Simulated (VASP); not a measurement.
# I (Fd-3m) in VASP: notebook

Runs on I. Level: PBE. Tasks: single point.

All numbers are computed with VASP 6.6.1; they aren't measurements. Logs are shortened: lines on timing, memory, paths and dates and some standing lists are left out, and cuts for length are marked.

## Step 1: The cell of the first run

Symmetry: Fd-3m, No. 227, cubic system. Conventional cell: a = 6.036 Å, b = 6.036 Å, c = 6.036 Å, α = 90.00°, β = 90.00°, γ = 90.00°. Within 3.4 Å of I (site symmetry -43m) lie 4 I at 2.61 Å.

## Step 2: Single point, PBE (volume scaled by 0.45)

The input, INCAR:

```
SYSTEM = I
ALGO = Normal
EDIFF = 1E-7
ENCUT = 520
GGA = PE
ISIF = 2
ISMEAR = -1
LASPH = .TRUE.
LCHARG = .FALSE.
LREAL = .FALSE.
LWAVE = .FALSE.
NBANDS = 14
NELM = 100
PREC = Accurate
SIGMA = 0.1
```

The input, KPOINTS:

```
k-points
0
G
  10 10 10
  0 0 0
```

The input, POSCAR:

```
I
1.0
    0.0000000000      3.0182263843      3.0182263843
    3.0182263843      0.0000000000      3.0182263843
    3.0182263843      3.0182263843      0.0000000000
I
2
Direct
   -0.1250000000     -0.1250000000     -0.1250000000
    0.1250000000      0.1250000000      0.1250000000
```

Potentials or basis: VASP PAW PBE potentials, release 64 (I).

Run with:

```sh
$ cat potpaw_PBE.64/I/POTCAR > POTCAR
$ mpirun -np 1 vasp_std > vasp.out
```

OUTCAR:

```text
SYSTEM = I
   EDIFF = 1E-7
   ENCUT = 520
   GGA = PE
   ISIF = 2
   ISMEAR = -1
   LASPH = .TRUE.
   LREAL = .FALSE.
   NELM = 100
   PREC = Accurate

 ion  position               nearest neighbor table
   1  0.875  0.875  0.875-   2 2.61   2 2.61   2 2.61   2 2.61
   2  0.125  0.125  0.125-   1 2.61   1 2.61   1 2.61   1 2.61

  LATTYP: Found a face centered cubic cell.
 ALAT       =     6.0364527686

  Lattice vectors:

 A1 = (   0.0000000000,   3.0182263843,   3.0182263843)
 A2 = (   3.0182263843,   0.0000000000,   3.0182263843)
 A3 = (   3.0182263843,   3.0182263843,   0.0000000000)

Analysis of symmetry for initial positions (statically):
=====================================================================
 Subroutine PRICEL returns:
 Original cell was already a primitive cell.

 Routine SETGRP: Setting up the symmetry group for a
 face centered cubic supercell.

 Subroutine GETGRP returns: Found 48 space group operations
 (whereof 12 operations were pure point group operations)
 out of a pool of 48 trial point group operations.

The static configuration has the point symmetry D_3d.
 The point group associated with its full space group is O_h .

Analysis of symmetry for dynamics (positions and initial velocities):
=====================================================================
 Subroutine PRICEL returns:
 Original cell was already a primitive cell.

 Routine SETGRP: Setting up the symmetry group for a
 face centered cubic supercell.

 Subroutine GETGRP returns: Found 48 space group operations
 (whereof 12 operations were pure point group operations)
 out of a pool of 48 trial point group operations.

The dynamic configuration has the point symmetry D_3d.
 The point group associated with its full space group is O_h .

 Subroutine INISYM returns: Found 48 space group operations
 (whereof 12 operations are pure point group operations),
 and found     1 'primitive' translations

----------------------------------------------------------------------------------------

                                     Primitive cell

  volume of cell :      54.9902

  direct lattice vectors                    reciprocal lattice vectors
     0.000000000  3.018226384  3.018226384    -0.165660204  0.165660204  0.165660204
     3.018226384  0.000000000  3.018226384     0.165660204 -0.165660204  0.165660204
     3.018226384  3.018226384  0.000000000     0.165660204  0.165660204 -0.165660204

  length of vectors
     4.268416687  4.268416687  4.268416687     0.286931891  0.286931891  0.286931891

  position of ions in fractional coordinates (direct lattice)
     0.875000000  0.875000000  0.875000000
     0.125000000  0.125000000  0.125000000

  ion indices of the primitive-cell ions
   primitive index   ion index
[... 82 lines left out ...]
   POTIM  = 0.5000    time-step for ionic-motion
   TEBEG  =    0.0;   TEEND  =   0.0 temperature during run
   PSTRESS=    0.0 pullay stress
   NELECT =      14.0000    total number of electrons
   NUPDOWN=      -1.0000    fix difference up-down
   EMIN   =  10.00;   EMAX   =-10.00  energy-range for DOS
   EFERMI =   0.00;   METHOD = LEGACY
   ISMEAR =    -1;   SIGMA  =   0.10  broadening in eV -4-tet -1-fermi 0-gaus
   EFERMI_NEDOS =   21; number of points for ismear=-14 and -15
   IALGO  =     38    algorithm
   IMIX   =      4    mixing-type and parameters
     AMIX     =   0.40;   BMIX     =  1.00
     AMIX_MAG =   1.60;   BMIX_MAG =  1.00
  volume/ion in A,a.u.               =      27.50       185.55
  Fermi-wavevector in a.u.,A,eV,Ry     =   1.037582  1.960745 14.647707  1.076576
  Thomas-Fermi vector in A             =   2.172026
   LORBIT       =      0    0 simple, 1 ext, 2 COOP (PROOUT), +10 PAW based schemes
   GGA     = PE    functional components
   LHFCALC =     F    Hartree Fock is set to
   AEXX    =    0.0000 exact exchange contribution
   IVDW    =     0    specifies the selected vdW correction
   LEPSILON=     F    determine dielectric tensor
   LRPA    =     F    only Hartree local field effects (RPA)
 non-spin polarized calculation
  energy-cutoff  :      520.00
  volume of cell :       54.99
 maximum number of plane-waves:      1494
   NGX = 15   NGY = 15   NGZ = 15

 number of electron      14.0000002 magnetization

 Free energy of the ion-electron system (eV)
  ---------------------------------------------------
  ext. energy  EPLUGINS =         0.00000000
  ---------------------------------------------------
  free energy    TOTEN  =         3.36952246 eV

  energy without entropy =        3.42816511  energy(sigma->0) =        3.39884378

 E-fermi :   9.4398     XC(G=0):  -9.8307

 val. band max:        9.4263946650   @ k =  -0.4000   0.3000   0.1000
 cond. band min:       9.4471688498   @ k =   0.4000   0.3000   0.1000
 fundamental gap:      0.0207741848
 Fermi energy:         9.4398086888

 k-point     1 :       0.0000    0.0000    0.0000
  band No.  band energies     occupation
      1      -9.3233      2.00000
      2      -0.4441      2.00000
      3       3.1616      2.00000
      4       3.1616      2.00000
      5       3.1616      2.00000
      6       6.5615      2.00000
      7       6.5615      2.00000
      8       6.5615      2.00000
      9      12.2311      0.00000
     10      14.3212      0.00000
     11      14.3212      0.00000
     12      16.3375      0.00000
     13      16.3375      0.00000
     14      16.3375      0.00000
[... 377 lines left out ...]
      1      -7.7836      2.00000
      2      -4.5434      2.00000
      3       1.2980      2.00000
      4       1.4723      2.00000
      5       5.6114      2.00000
      6       6.0028      2.00000
      7       9.9653      0.01039
      8      10.0369      0.00509
      9      12.8523      0.00000
     10      15.4845      0.00000
     11      15.9464      0.00000
     12      17.6160      0.00000
     13      18.3304      0.00000
     14      18.8736      0.00000

 [... further k-points ...]
[... 5 lines left out ...]
  --------------------------------------------------------------------------------------
  -------------------------------------------------------------------------------------
  Total       18.0889772     18.0889772     18.0889772     -0.0000000      0.0000000      0.0000000
  in kB      527.0346435    527.0346435    527.0346435     -0.0000000      0.0000000      0.0000000
  external PRESSURE =     527.0346435 kB  Pullay stress =       0.0000000 kB

 VOLUME and BASIS-vectors are now :
 -----------------------------------------------------------------------------
  energy-cutoff  :      520.00
  volume of cell :       54.99
      direct lattice vectors                 reciprocal lattice vectors
     0.000000000  3.018226384  3.018226384    -0.165660204  0.165660204  0.165660204
     3.018226384  0.000000000  3.018226384     0.165660204 -0.165660204  0.165660204
     3.018226384  3.018226384  0.000000000     0.165660204  0.165660204 -0.165660204

 POSITION                                       TOTAL-FORCE (eV/Angst)
 -----------------------------------------------------------------------------------
      5.28190      5.28190      5.28190         0.000000     -0.000000     -0.000000
      0.75456      0.75456      0.75456        -0.000000      0.000000      0.000000
 -----------------------------------------------------------------------------------
    total drift:                                0.000000      0.000000     -0.000000

  FREE ENERGIE OF THE ION-ELECTRON SYSTEM (eV)
  ---------------------------------------------------
  free  energy   TOTEN  =         3.3695224568 eV

  energy  without entropy=        3.4281651127  energy(sigma->0) =        3.39884378
```

Wall time 30 s (1 thread of AMD EPYC 9R45 (Zen 5), shared host); peak memory 0.15 GiB.

Results:

```
Free energy            : 3.3695 eV
Pressure               : 52.7 GPa
Band gap on the k mesh : zero (band 7 reaches 11.42 eV, above the bottom of band 8 at 6.56 eV)
```

Levels at points of the mesh, in eV from the Fermi level:
| k point | band 3 | band 4 | band 5 | band 6 | band 7 | band 8 | band 9 | band 10 | band 11 | band 12 |
| --- | --- | --- | --- | --- | --- | --- | --- | --- | --- | --- |
| (0.00, 0.00, 0.00) | -6.28 | -6.28 | -6.28 | -2.88 | -2.88 | -2.88 | 2.79 | 4.88 | 4.88 | 6.90 |
| (0.50, 0.00, 0.00) | -7.24 | -7.24 | -6.17 | -1.44 | -1.44 | 1.94 | 4.80 | 5.16 | 5.84 | 5.84 |
| (0.50, 0.50, 0.00) | -8.29 | -8.29 | -3.85 | -3.85 | 1.98 | 1.98 | 5.06 | 5.06 | 7.15 | 7.15 |

Caveat: spin-orbit coupling is left out, which moves the levels of the heavy elements.

## Step 3: Single point, PBE (volume scaled by 0.52)

The input, INCAR:

```
ALGO     = Normal         # electronic algorithm
EDIFF    = 1E-6           # SCF threshold, eV
ENCUT    = 520            # plane-wave cutoff, eV
GGA      = PE             # functional
ISIF     = 2              # what is computed and relaxed
ISMEAR   = -1             # smearing method
LASPH    = T              # aspherical terms in the spheres
LCHARG   = F              # write CHGCAR
LREAL    = F              # projectors in reciprocal space
LWAVE    = F              # write WAVECAR
NBANDS   = 14             # bands
NELM     = 60             # most SCF steps
PREC     = Accurate       # precision mode
SIGMA    = 0.1            # smearing width, eV
```

The input, KPOINTS:

```
k-points
0
Gamma
  10 10 10
```

The input, POSCAR:

```
I
1.0
    0.0000000000      3.1672481260      3.1672481260
    3.1672481260      0.0000000000      3.1672481260
    3.1672481260      3.1672481260      0.0000000000
I
2
Direct
   -0.1250000000     -0.1250000000     -0.1250000000
    0.1250000000      0.1250000000      0.1250000000
```

Potentials or basis: VASP PAW PBE potentials, release 64 (I).

Run with:

```sh
$ cat potpaw_PBE.64/I/POTCAR > POTCAR
$ mpirun -np 1 vasp_std > vasp.out
```

It took 36 s on 1 thread of AMD EPYC 9R45 (Zen 5), shared host; peak memory 0.17 GiB.

Results (log left out):

```
Free energy            : 1.1696 eV
Pressure               : 31.7 GPa
Band gap on the k mesh : zero (band 7 reaches 8.83 eV, above the bottom of band 8 at 4.93 eV)
```

Levels at points of the mesh, in eV from the Fermi level:
```
           k point  band 5  band 6  band 7  band 8  band 9  band 10
(0.00, 0.00, 0.00)   -5.57   -2.47   -2.47   -2.47    3.11     5.20
(0.50, 0.00, 0.00)   -5.74   -1.20   -1.20    1.21    5.06     5.20
(0.50, 0.50, 0.00)   -3.44   -3.44    1.42    1.42    4.81     4.81
```

Caveat: spin-orbit coupling is left out, which moves the levels of the heavy elements.
